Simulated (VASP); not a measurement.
NaF:

```xyz
2
Lattice="2.7935 0.0000 0.0000 0.0000 2.7935 0.0000 0.0000 0.0000 2.7935" Properties=species:S:1:pos:R:3 pbc="T T T"
Na    0.0000    0.0000    0.0000
F     1.3967    1.3967    1.3967
```

Base run:

```yaml
Program: VASP 6.6.1
Functional: HSE06
Potentials_or_basis: VASP PAW PBE potentials, release 64 (Na_pv, F)
Cutoff: 520 eV
k_mesh: 6 × 6 × 6
Occupations: gaussian, width 0.01 eV
Spin: no spin polarisation
```

Its results: band gap on the k mesh 8.30 eV, indirect (least direct gap 8.65 eV); pressure 1.9 GPa.

After a change of settings the same cell gave: band gap on the k mesh 7.12 eV, indirect (least direct gap 7.45 eV); pressure -0.8 GPa. Which change was it?
A. functional from HSE06 to r2SCAN; k mesh from 6 × 6 × 6 to 10 × 10 × 10
B. functional from HSE06 to r2SCAN0
C. functional from HSE06 to PBE0; further incar settings from ALGO = Normal; EDIFF = 1e-06; NBANDS = 14 to ALGO = Normal; EDIFF = 1e-07; NBANDS = 14
D. functional from HSE06 to HF

A.

Caveats: the PAW data sets were made with another functional, which shifts forces and pressure a little.
